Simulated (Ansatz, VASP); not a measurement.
# One calculation of TiAl3, two programs

```xyz
4
Lattice="4.0076 0.0000 0.0000 0.0000 4.0076 0.0000 0.0000 0.0000 4.0668" Properties=species:S:1:pos:R:3 pbc="T T T"
Ti    0.0000    0.0000    0.0000
Al    2.0038    2.0038    0.0000
Al    2.0038    0.0000    2.0334
Al    0.0000    2.0038    2.0334
```

Change from the starting cell: strain +0.015 along x and y, +0.030 along z, atoms carried along.

Alike in both runs: task single point; functional PBEsol; k mesh 12 × 12 × 12; occupations gaussian, width 0.15 eV; no spin polarisation.

```csv
,VASP,Ansatz
version,VASP 6.6.1,Ansatz 0.2.0
potentials or method,"VASP PAW PBE potentials, release 64 (Ti_sv, Al), cutoff 520 eV","scalar-relativistic, plane waves, PAW"
valence electrons in the cell,21,21
```

```tsv
	VASP	Ansatz	Ansatz less VASP
gap on the k mesh at the Fermi level (eV)	none	none	-
pressure (GPa)	-5.8	-5.8	-0.04
traceless stress, the component that is largest in VASP (GPa)	-1.03	-1.03	+0.005
```

VASP's potentials were made for PBE, not for PBEsol. A gap of «none» marks a metal or a gap that the smearing closes. With one functional, cell and mesh, what is left measures potentials, basis and numerics.
